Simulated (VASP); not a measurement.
KTaO3:

```xyz
5
Lattice="3.9883 0.0000 0.0000 0.0000 3.9883 0.0000 0.0000 0.0000 3.9883" Properties=species:S:1:pos:R:3 pbc="T T T"
K     1.9942    1.9942    1.9942
Ta    0.0000    0.0000    0.0000
O     1.9942    0.0000    0.0000
O     0.0000    1.9942    0.0000
O     0.0000    0.0000    1.9942
```

Base run:

```yaml
Program: VASP 6.6.1
Functional: PBE
Potentials_or_basis: VASP PAW PBE potentials, release 64 (K_sv, Ta_pv, O)
Cutoff: 520 eV
k_mesh: 5 × 5 × 5
Occupations: fermi-dirac, width 0.02 eV
Spin: no spin polarisation
```

Its results: band gap on the k mesh 2.28 eV, indirect (least direct gap 2.79 eV); pressure 6.1 GPa.

Problem. The run is repeated on the same cell with these changes: functional from PBE to r2SCAN. What comes out?

Solution. Band gap on the k mesh 2.71 eV, indirect (least direct gap 3.25 eV); pressure 1.2 GPa.

r2SCAN gives the wider gap, since meta-GGAs in the generalised Kohn-Sham scheme recover part of the derivative discontinuity.

Caveats: spin-orbit coupling is left out, which moves the levels of the heavy elements; the PAW data sets were made with another functional, which shifts forces and pressure a little (some runs).

A k mesh can miss the band edges.
